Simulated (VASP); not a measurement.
Set up this calculation in VASP 6.6.1, as the native input.

* Task: single point
* Functional: LDA
* Potentials or basis: VASP PAW LDA potentials, release 64 (Rh_sv_GW)
* Cutoff: 620 eV
* k mesh: 10 × 10 × 10
* Occupations: fermi-dirac, width 0.1 eV
* Spin: no spin polarisation
* Dipole correction: no
* Further INCAR settings: ALGO = Normal; EDIFF = 1e-06; NBANDS = 14

The structure of Rh lies in POSCAR:

```
Rh
1.0
    0.0000000000      1.8774932458      1.8774932458
    1.8774932458      0.0000000000      1.8774932458
    1.8774932458      1.8774932458      0.0000000000
Rh
1
Direct
    0.0000000000      0.0000000000      0.0000000000
```

These files were run (other wordings do the same):

INCAR

```
SYSTEM = Rh
PREC = Accurate
ENCUT = 620
EDIFF = 1E-6
ISMEAR = -1
SIGMA = 0.1
LREAL = .FALSE.
LASPH = .TRUE.
NELM = 120
ALGO = Normal
ISIF = 2
LWAVE = .FALSE.
LCHARG = .FALSE.
NBANDS = 14
GGA_COMPAT = .FALSE.
```

KPOINTS

```
Automatic mesh
0
G
  10 10 10
  0 0 0
```

Potentials or basis: VASP PAW LDA potentials, release 64 (Rh_sv_GW).

Launch:

```console
$ cat potpaw_LDA.64/Rh_sv_GW/POTCAR > POTCAR
$ mpirun -np 1 vasp_std > vasp.out
```

Results of the run:

```
Pressure               : 0.4 GPa
Band gap on the k mesh : zero (an odd number of electrons rules out a gap without spin polarisation)
```

Wall time 11 s on 1 thread of AMD EPYC 7R13 Processor (Zen 3) (shared host), peak memory 0.11 GiB.
